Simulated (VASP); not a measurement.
**WSe2: single point with PBEsol**

Slab: WSe2, a slab with vacuum.

```xyz
3
Lattice="3.3137 0.0000 0.0000 -1.6569 2.8698 0.0000 0.0000 0.0000 16.6611" Properties=species:S:1:pos:R:3 pbc="T T T"
W     0.0000    0.0000   -0.0515
Se    0.0000    1.9132    1.7328
Se    0.0000    1.9132   15.0484
```

- Program: VASP 6.6.1
- Task: single point
- Functional: PBEsol
- Potentials or basis: VASP PAW PBE potentials, release 64 (W_sv, Se)
- Cutoff: 520 eV
- k mesh: 9 × 9 × 2
- Occupations: gaussian, width 0.05 eV
- Spin: no spin polarisation

```yaml
Largest_force: 3.122 eV/Å
Band_gap_on_the_k_mesh: 1.56 eV, direct
```

Forces on the atoms (eV/Å):
```
W    0.000  0.000  3.122
Se   0.000  0.000 -1.586
Se   0.000  0.000 -1.535
```

Levels at points of the mesh, in eV from the valence-band top:
| k point | band 10 | band 11 | band 12 | band 13 | band 14 | band 15 | band 16 | band 17 |
| --- | --- | --- | --- | --- | --- | --- | --- | --- |
| (0.00, 0.00, 0.00) | -2.17 | -1.07 | -1.07 | -0.09 | 2.76 | 2.76 | 3.47 | 3.47 |
| (0.00, 0.00, 0.50) | -2.17 | -1.07 | -1.07 | -0.09 | 2.76 | 2.76 | 3.47 | 3.47 |

Run time: 110 s on 1 thread of Intel(R) Xeon(R) Platinum 8488C (Sapphire Rapids), on a shared host, peak memory 0.33 GiB.

Caveat: the PAW data sets were made with another functional, which shifts forces and pressure a little; spin-orbit coupling is left out, which moves the levels of the heavy elements.
